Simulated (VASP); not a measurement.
Input of a VASP 6.6.1 run:

File POSCAR:

```
W
1.0
   -1.6771650000      1.6771650000      1.6771650000
    1.6771650000     -1.6771650000      1.6771650000
    1.6771650000      1.6771650000     -1.6771650000
W
1
Direct
    0.0000000000      0.0000000000      0.0000000000
```

The input INCAR.step1:

```
SYSTEM = W
ALGO = Normal
EDIFF = 1E-4
ENCUT = 520
GGA = PE
ISMEAR = 0
LASPH = .TRUE.
LCHARG = .FALSE.
LREAL = .FALSE.
LWAVE = .TRUE.
NBANDS = 13
NELM = 100
PREC = Accurate
SIGMA = 0.15
```

Contents of INCAR.step2:

```
SYSTEM = W
ALGO = Normal
EDIFF = 1E-7
ENCUT = 520
ISIF = 2
ISMEAR = 0
ISTART = 1
LASPH = .TRUE.
LCHARG = .FALSE.
LMIXTAU = .TRUE.
LREAL = .FALSE.
LWAVE = .FALSE.
METAGGA = R2SCAN
NBANDS = 13
NELM = 100
PREC = Accurate
SIGMA = 0.15
```

Contents of KPOINTS:

```
k-points
0
G
  20 20 20
  0 0 0
```

Potentials or basis: VASP PAW PBE potentials, release 64 (W_sv).

Command:

```console
$ cat potpaw_PBE.64/W_sv/POTCAR > POTCAR
$ cp INCAR.step1 INCAR
$ mpirun -np 1 vasp_std > vasp.out
$ cp INCAR.step2 INCAR
$ mpirun -np 1 vasp_std > vasp.out
```

Estimate the band gap on the k mesh.

zero (bands 7 and 8 overlap by 5.18 eV).

Estimate the pressure.

-37.7 GPa.

Caveat: the cell differs from its parent crystal (strain +0.050 along x and y, +0.050 along z); the cell stands under tension; the PAW data sets were made with another functional, which shifts forces and pressure a little; spin-orbit coupling is left out, which moves the levels of the heavy elements.
